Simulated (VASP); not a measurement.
Input of a VASP 6.6.1 run:

Contents of INCAR:

```
PREC = Accurate ; ENCUT = 520
EDIFF = 1E-6 ; ISMEAR = 0
SIGMA = 0.15 ; LREAL = F
LASPH = T ; NELM = 80
ALGO = Fast ; ISIF = 2
LWAVE = F ; LCHARG = F
GGA = PE ; NBANDS = 9
```

Contents of KPOINTS:

```
Automatic mesh
0
Gamma
  24 24 14
```

The input POSCAR:

```
Be
1.0
    2.2995019849      0.0000000000      0.0000000000
   -1.1497509925      1.9914271350      0.0000000000
    0.0000000000      0.0000000000      3.6009000000
Be
2
Direct
    0.4086561997      0.8173123994      0.1666874948
    0.6666666667      0.3333333333      0.7500000000
```

Potentials or basis: VASP PAW PBE potentials, release 64 (Be).

Run with:

```bash
$ cat potpaw_PBE.64/Be/POTCAR > POTCAR
$ mpirun -np 1 vasp_std > vasp.out
```

Question: Estimate the pressure.

Answer: 5.2 GPa.

Question: What does it give for the band gap on the k mesh?

Answer: Zero (band 2 reaches 7.65 eV, above the bottom of band 3 at 5.61 eV).

Forces in eV/Å, atoms in the order of the input:
```
Be   0.000 -1.683  2.815
Be   0.000  1.683 -2.815
```

Caveat: the cell differs from its parent crystal (atom 1 (Be) moved by (+0.300, -0.300) A along y and z); forces of over 1 eV/Å act on the atoms, so gaps and moduli don't describe the material at rest.
